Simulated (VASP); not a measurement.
A run of VASP 6.6.1 is set up as follows.

INCAR

```
PREC     = Accurate       # precision mode
ENCUT    = 520            # plane-wave cutoff, eV
EDIFF    = 1E-6           # SCF threshold, eV
ISMEAR   = -1             # smearing method
SIGMA    = 0.05           # smearing width, eV
LREAL    = False          # projectors in reciprocal space
LASPH    = True           # aspherical terms in the spheres
NELM     = 80             # most SCF steps
ALGO     = Normal         # electronic algorithm
ISIF     = 2              # what is computed and relaxed
LWAVE    = False          # write WAVECAR
LCHARG   = True           # write CHGCAR
GGA      = PE             # functional
LELF     = True           # ELF
LVHAR    = True         
NBANDS   = 16             # bands
```

KPOINTS

```
Automatic mesh
0
Gamma
  13 13 13
```

Contents of POSCAR:

```
GaAs
1.0
    0.0000000000      2.5748223096      2.5748223096
    2.5748223096      0.0000000000      2.5748223096
    2.5748223096      2.5748223096      0.0000000000
Ga As
1 1
Direct
    0.0000000000      0.0000000000      0.0000000000
    0.2500000000      0.2500000000      0.2500000000
```

Potentials or basis: VASP PAW PBE potentials, release 64 (Ga_d, As).

The run is started by

```bash
$ cat potpaw_PBE.64/Ga_d/POTCAR potpaw_PBE.64/As/POTCAR > POTCAR
$ mpirun -np 1 vasp_std > vasp.out
```

Predict the band gap on the k mesh.

0.78 eV, indirect (least direct gap 2.80 eV).

What does it give for the pressure?

42.9 GPa.

 A k mesh can miss the band edges.
